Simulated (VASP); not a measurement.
# InO2 (Fm-3m) in VASP: single point with PBE

Aim: the single point of InO2 with PBE.

Program: VASP 6.6.1. These are calculated values, not measurements. Logs are shortened: lines on timing, memory, paths and dates and some standing lists are left out, and cuts for length are marked.

## Step 1: The cell of the first run

It takes space group Fm-3m (No. 225, cubic). Conventional cell: a = 5.318 Å, b = 5.318 Å, c = 5.318 Å, α = 90.00°, β = 90.00°, γ = 90.00°. Within 3.0 Å of O (site symmetry -43m) lie 4 In at 2.30 Å and 6 O at 2.66 Å. In (site symmetry m-3m) has 8 O at 2.30 Å within 3.0 Å.

## Step 2: Single point, PBE

File INCAR:

```
ALGO = Normal ; EDIFF = 1E-6
ENCUT = 600 ; GGA = PE
GGA_COMPAT = F ; ISIF = 2
ISMEAR = -1 ; LASPH = T
LCHARG = T ; LELF = T
LREAL = F ; LVHAR = T
LWAVE = F ; NBANDS = 20
NELM = 120 ; PREC = Accurate
SIGMA = 0.1
```

File KPOINTS:

```
k-points
0
Gamma
  11 11 11
```

File POSCAR:

```
InO2
1.0
    0.0000000000      2.6589890000      2.6589890000
    2.6589890000      0.0000000000      2.6589890000
    2.6589890000      2.6589890000      0.0000000000
O In
2 1
Direct
    0.2500000000      0.2500000000      0.2500000000
    0.7500000000      0.7500000000      0.7500000000
    0.0000000000      0.0000000000      0.0000000000
```

Potentials or basis: VASP PAW PBE potentials, release 64 (O, In_d).

Command:

```bash
> cat potpaw_PBE.64/O/POTCAR potpaw_PBE.64/In_d/POTCAR > POTCAR
> mpirun -np 1 vasp_std > vasp.out
```

OUTCAR:

```text
EDIFF = 1E-6
   ENCUT = 600
   GGA = PE
   ISIF = 2
   ISMEAR = -1
   LASPH = T
   LREAL = F
   NELM = 120
   PREC = Accurate

 ion  position               nearest neighbor table
   1  0.250  0.250  0.250-   3 2.30   3 2.30   3 2.30   3 2.30
   2  0.750  0.750  0.750-   3 2.30   3 2.30   3 2.30   3 2.30
   3  0.000  0.000  0.000-   2 2.30   2 2.30   2 2.30   1 2.30   2 2.30   1 2.30   1 2.30   1 2.30

  LATTYP: Found a face centered cubic cell.
 ALAT       =     5.3179780000

  Lattice vectors:

 A1 = (   0.0000000000,   2.6589890000,   2.6589890000)
 A2 = (   2.6589890000,   0.0000000000,   2.6589890000)
 A3 = (   2.6589890000,   2.6589890000,   0.0000000000)

Analysis of symmetry for initial positions (statically):
=====================================================================
 Subroutine PRICEL returns:
 Original cell was already a primitive cell.

 Routine SETGRP: Setting up the symmetry group for a
 face centered cubic supercell.

 Subroutine GETGRP returns: Found 48 space group operations
 (whereof 48 operations were pure point group operations)
 out of a pool of 48 trial point group operations.

The static configuration has the point symmetry O_h .

Analysis of symmetry for dynamics (positions and initial velocities):
=====================================================================
 Subroutine PRICEL returns:
 Original cell was already a primitive cell.

 Routine SETGRP: Setting up the symmetry group for a
 face centered cubic supercell.

 Subroutine GETGRP returns: Found 48 space group operations
 (whereof 48 operations were pure point group operations)
 out of a pool of 48 trial point group operations.

The dynamic configuration has the point symmetry O_h .

 Subroutine INISYM returns: Found 48 space group operations
 (whereof 48 operations are pure point group operations),
 and found     1 'primitive' translations

----------------------------------------------------------------------------------------

                                     Primitive cell

  volume of cell :      37.5993

  direct lattice vectors                    reciprocal lattice vectors
     0.000000000  2.658989000  2.658989000    -0.188041395  0.188041395  0.188041395
     2.658989000  0.000000000  2.658989000     0.188041395 -0.188041395  0.188041395
     2.658989000  2.658989000  0.000000000     0.188041395  0.188041395 -0.188041395

  length of vectors
[... 83 lines left out ...]
   NELM   =    120;   NELMIN=  2; NELMDL= -5     # of ELM steps
   EDIFF  = 0.1E-05   stopping-criterion for ELM
   LREAL  =      F    real-space projection
   EDIFFG = 0.1E-04   stopping-criterion for IOM
   NSW    =      0    number of steps for IOM
   IBRION =     -1    ionic relax: 0-MD 1-quasi-New 2-CG
   NFREE  =      0    steps in history (QN), initial steepest desc. (CG)
   ISIF   =      2    stress and relaxation
   ISYM   =      2    0-nonsym 1-usesym 2-fastsym
   POTIM  = 0.5000    time-step for ionic-motion
   TEBEG  =    0.0;   TEEND  =   0.0 temperature during run
   PSTRESS=    0.0 pullay stress
   NELECT =      25.0000    total number of electrons
   NUPDOWN=      -1.0000    fix difference up-down
   EMIN   =  10.00;   EMAX   =-10.00  energy-range for DOS
   EFERMI =   0.00;   METHOD = LEGACY
   ISMEAR =    -1;   SIGMA  =   0.10  broadening in eV -4-tet -1-fermi 0-gaus
   EFERMI_NEDOS =   21; number of points for ismear=-14 and -15
   IALGO  =     38    algorithm
   IMIX   =      4    mixing-type and parameters
     AMIX     =   0.40;   BMIX     =  1.00
     AMIX_MAG =   1.60;   BMIX_MAG =  1.00
  volume/ion in A,a.u.               =      12.53        84.58
  Fermi-wavevector in a.u.,A,eV,Ry     =   1.428877  2.700187 27.778887  2.041691
  Thomas-Fermi vector in A             =   2.548892
   LORBIT       =      0    0 simple, 1 ext, 2 COOP (PROOUT), +10 PAW based schemes
   GGA     = PE    functional components
   LHFCALC =     F    Hartree Fock is set to
   AEXX    =    0.0000 exact exchange contribution
   IVDW    =     0    specifies the selected vdW correction
   LEPSILON=     F    determine dielectric tensor
   LRPA    =     F    only Hartree local field effects (RPA)
 non-spin polarized calculation
  energy-cutoff  :      600.00
  volume of cell :       37.60
 maximum number of plane-waves:      1275
 NGX is ok and might be reduce to    30
   NGX = 15   NGY = 15   NGZ = 15

 number of electron      25.0000012 magnetization

 Free energy of the ion-electron system (eV)
  ---------------------------------------------------
  ext. energy  EPLUGINS =         0.00000000
  ---------------------------------------------------
  free energy    TOTEN  =       -15.16526524 eV

  energy without entropy =      -15.04991045  energy(sigma->0) =      -15.10758785

 E-fermi :   4.7391     XC(G=0): -10.9951

 val. band max:        4.7390263828   @ k =  -0.4545   0.3636   0.0000
 cond. band min:       4.7456231047   @ k =  -0.2727   0.4545   0.1818
 fundamental gap:      0.0065967219
 Fermi energy:         4.7391152677

 k-point     1 :       0.0000    0.0000    0.0000
  band No.  band energies     occupation
      1     -13.2109      2.00000
      2     -10.6270      2.00000
      3      -7.8822      2.00000
      4      -7.8822      2.00000
      5      -7.8822      2.00000
      6      -7.5635      2.00000
[... 541 lines left out ...]
     19      20.7213      0.00000
     20      23.5653      0.00000

 [... further k-points ...]

------------------------ aborting loop because EDIFF is reached ----------------------------------------

  FORCE on cell =-STRESS in cart. coord.  units (eV):
  Direction    XX          YY          ZZ          XY          YZ          ZX
  --------------------------------------------------------------------------------------
  -------------------------------------------------------------------------------------
  Total       -0.9375659     -0.9375659     -0.9375659      0.0000000      0.0000000      0.0000000
  in kB      -39.9514702    -39.9514702    -39.9514702      0.0000000      0.0000000      0.0000000
  external PRESSURE =     -39.9514702 kB  Pullay stress =       0.0000000 kB

 VOLUME and BASIS-vectors are now :
 -----------------------------------------------------------------------------
  energy-cutoff  :      600.00
  volume of cell :       37.60
      direct lattice vectors                 reciprocal lattice vectors
     0.000000000  2.658989000  2.658989000    -0.188041395  0.188041395  0.188041395
     2.658989000  0.000000000  2.658989000     0.188041395 -0.188041395  0.188041395
     2.658989000  2.658989000  0.000000000     0.188041395  0.188041395 -0.188041395

 POSITION                                       TOTAL-FORCE (eV/Angst)
 -----------------------------------------------------------------------------------
      1.32949      1.32949      1.32949         0.000000      0.000000     -0.000000
      3.98848      3.98848      3.98848        -0.000000     -0.000000      0.000000
      0.00000      0.00000      0.00000        -0.000000      0.000000     -0.000000
 -----------------------------------------------------------------------------------
    total drift:                                0.000000     -0.000000     -0.000000

  FREE ENERGIE OF THE ION-ELECTRON SYSTEM (eV)
  ---------------------------------------------------
  free  energy   TOTEN  =       -15.1652652435 eV

  energy  without entropy=      -15.0499104487  energy(sigma->0) =      -15.10758785
```

OSZICAR:

```text
N       E                     dE             d eps       ncg     rms          rms(c)
DAV:   1     0.247641858527E+03    0.24764E+03   -0.13545E+04  2288   0.180E+03
DAV:   2     0.790966440185E+01   -0.23973E+03   -0.22690E+03  2440   0.455E+02
DAV:   3    -0.162630158263E+02   -0.24173E+02   -0.23597E+02  2600   0.131E+02
DAV:   4    -0.170146174159E+02   -0.75160E+00   -0.74985E+00  2532   0.230E+01
DAV:   5    -0.170394746284E+02   -0.24857E-01   -0.24854E-01  3100   0.421E+00    0.910E+00
DAV:   6    -0.151762345499E+02    0.18632E+01   -0.60706E+00  3380   0.347E+01    0.527E+00
DAV:   7    -0.151749868863E+02    0.12477E-02   -0.29770E-01  2364   0.458E+00    0.171E+00
DAV:   8    -0.151647814822E+02    0.10205E-01   -0.20727E-02  2568   0.149E+00    0.596E-01
DAV:   9    -0.151647677088E+02    0.13773E-04   -0.51718E-03  2784   0.112E+00    0.857E-02
DAV:  10    -0.151652433698E+02   -0.47566E-03   -0.93177E-04  2832   0.340E-01    0.458E-02
DAV:  11    -0.151652627332E+02   -0.19363E-04   -0.52939E-05  2800   0.843E-02    0.176E-02
DAV:  12    -0.151652651514E+02   -0.24182E-05   -0.45595E-06  2476   0.180E-02    0.958E-03
DAV:  13    -0.151652652435E+02   -0.92068E-07   -0.22454E-06  2164   0.103E-02
   1 F= -.15165265E+02 E0= -.15107588E+02  d E =-.115355E+00
```

stdout:

```text
POSCAR found type information on POSCAR O In
 POSCAR found :  2 types and       3 ions
 scaLAPACK will be used
 LDA part: xc-table for (Slater+PW92), standard interpolation
 POSCAR, INCAR and KPOINTS ok, starting setup
 FFT: planning ... GRIDC
 FFT: planning ... GRID_SOFT
 FFT: planning ... GRID
 WAVECAR not read
 entering main loop
```

Run time: 26 s. Hardware: 1 thread of Intel Xeon 6975P-C (Granite Rapids), shared host; peak memory 0.2 GiB.

What came out:

| Item | Value |
| --- | --- |
| Free energy | -15.1653 eV |
| Pressure | -4.0 GPa |

Levels at points of the mesh, in eV from the Fermi level:
| k point | band 10 | band 11 | band 12 | band 13 | band 14 | band 15 | band 16 | band 17 |
| --- | --- | --- | --- | --- | --- | --- | --- | --- |
| (0.00, 0.00, 0.00) | -1.67 | -0.68 | -0.68 | -0.68 | 1.72 | 9.18 | 9.18 | 9.18 |

Caveat: spin-orbit coupling is left out, which moves the levels of the heavy elements; an odd number of electrons without spin polarisation forces a metal; a magnetic or distorted state may lie lower.
